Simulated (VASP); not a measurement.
A run of VASP 6.6.1:

INCAR

```
PREC = Accurate
ENCUT = 600
EDIFF = 1E-6
ISMEAR = 0
SIGMA = 0.1
LREAL = False
LASPH = True
NELM = 200
ALGO = Normal
ISIF = 2
LWAVE = False
LCHARG = False
ISPIN = 2
MAGMOM = 1.23 0.22
LORBIT = 11
LMAXMIX = 4
GGA = PE
NBANDS = 19
GGA_COMPAT = False
```

File KPOINTS:

```
Automatic mesh
0
Gamma
  24 24 24
```

The input POSCAR:

```
NiO
1.0
    1.4381403700      0.8303107300      2.3308059600
   -1.4381403700      0.8303107300      2.3308059600
    0.0000000000     -1.6606214600      2.3308059600
Ni O
1 1
Direct
    1.0000000000      0.0000000000      0.0000000000
    0.5000000000      0.5000000000      0.5000000000
```

Potentials or basis: VASP PAW PBE potentials, release 64 (Ni, O).

The run is started by

```console
$ cat potpaw_PBE.64/Ni/POTCAR potpaw_PBE.64/O/POTCAR > POTCAR
$ mpirun -np 1 vasp_std > vasp.out
```

Hardware: 1 thread of Intel(R) Xeon(R) 6975P-C (Granite Rapids) (shared host).

Task: How long does it take, and how much memory?

Result: Run time: 6.4 min on 1 thread of Intel(R) Xeon(R) 6975P-C (Granite Rapids), with other jobs on the host, peak memory 0.79 GiB. Counts: scf iterations 16, k points 1313.
